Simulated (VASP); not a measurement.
Set up this calculation in VASP 6.6.1, as the native input.

```
Task                   : single point
Functional             : PBE
Potentials or basis    : VASP PAW PBE potentials, release 64 (Co, O)
Cutoff                 : 520 eV
k mesh                 : 11 × 11 × 11
Occupations            : fermi-dirac, width 0.05 eV
Spin                   : collinear spin, ferromagnetic start
Starting moments       : [2.0, 0.0] μB
Dipole correction      : no
Further INCAR settings : ALGO = Normal; EDIFF = 1e-07; NBANDS = 18
```

The structure of CoO lies in POSCAR:

```
CoO
1.0
    1.5349960513      0.8862303835      2.4877807593
   -1.5349960513      0.8862303835      2.4877807593
    0.0000000000     -1.7724607669      2.4877807593
Co O
1 1
Direct
    0.0000000000      0.0000000000      0.0000000000
    0.5000000000      0.5000000000      0.5000000000
```

These files were run (other wordings do the same):

INCAR

```
PREC     = Accurate       # precision mode
ENCUT    = 520            # plane-wave cutoff, eV
EDIFF    = 1E-7           # SCF threshold, eV
ISMEAR   = -1             # smearing method
SIGMA    = 0.05           # smearing width, eV
LREAL    = False          # projectors in reciprocal space
LASPH    = True           # aspherical terms in the spheres
NELM     = 150            # most SCF steps
ALGO     = Normal         # electronic algorithm
ISIF     = 2              # what is computed and relaxed
LWAVE    = False          # write WAVECAR
LCHARG   = False          # write CHGCAR
ISPIN    = 2              # spin polarisation
MAGMOM   = 2 0            # initial moments
LORBIT   = 11             # projections on sites
LMAXMIX  = 4              # l up to which the mixer works
GGA      = PE             # functional
NBANDS   = 18             # bands
```

KPOINTS

```
Automatic mesh
0
Gamma
  11 11 11
```

Potentials or basis: VASP PAW PBE potentials, release 64 (Co, O).

Command:

```sh
$ cat potpaw_PBE.64/Co/POTCAR potpaw_PBE.64/O/POTCAR > POTCAR
$ mpirun -np 1 vasp_std > vasp.out
```

It gave:

The pressure is -9.4 GPa and the band gap on the k mesh is zero (filled and empty bands overlap). The net moment is 2.98 μB per cell. The site moments are Co +2.61; O +0.31 μB. The valence electrons inside the program's atomic spheres are Co 7.71; O 4.96.

Caveat: a cell with one magnetic atom can't hold antiferromagnetic order, which such compounds often take; semilocal functionals often make such compounds metallic where correlation or magnetic order opens a gap, which also shifts bond lengths.

Wall time 56 s on 1 thread of Intel(R) Xeon(R) Platinum 8488C (Sapphire Rapids), on a shared host, peak memory 0.21 GiB.
